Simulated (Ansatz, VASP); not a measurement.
## One calculation of GaSb, two programs

```
Ga Sb
1.0
     0.00000    3.05568    3.05568
     3.05568    0.00000    3.05568
     3.05568    3.05568    0.00000
Ga Sb
1 1
Direct
  0.00000 0.00000 0.00000
  0.25000 0.25000 0.25000
```

Alike in both runs: functional PBEsol; k mesh 12 × 12 × 12; occupations gaussian, width 0.1 eV; no spin polarisation.

Ansatz relaxed the structure, and its values are those at the end. VASP's run is a single point on that final structure, the one shown.

```csv
,VASP,Ansatz
version,VASP 6.6.1,Ansatz 0.2.0
potentials or method,"VASP PAW PBE potentials, release 64 (Ga_d, Sb), cutoff 500 eV","scalar-relativistic, plane waves, PAW"
valence electrons in the cell,18,28
```

|  | VASP | Ansatz | Ansatz less VASP |
| --- | --- | --- | --- |
| gap on the k mesh at the Fermi level (eV) | none | none | - |
| pressure (GPa) | 0.1 | 0.0 | -0.09 |

VASP's potentials were made for PBE, not for PBEsol. A gap of «none» marks a metal or a gap that the smearing closes. VASP's potentials hold 18 valence electrons a cell and Ansatz's 28, so a difference there can come from the potentials and not from the codes.

Neither program's run includes spin-orbit coupling.
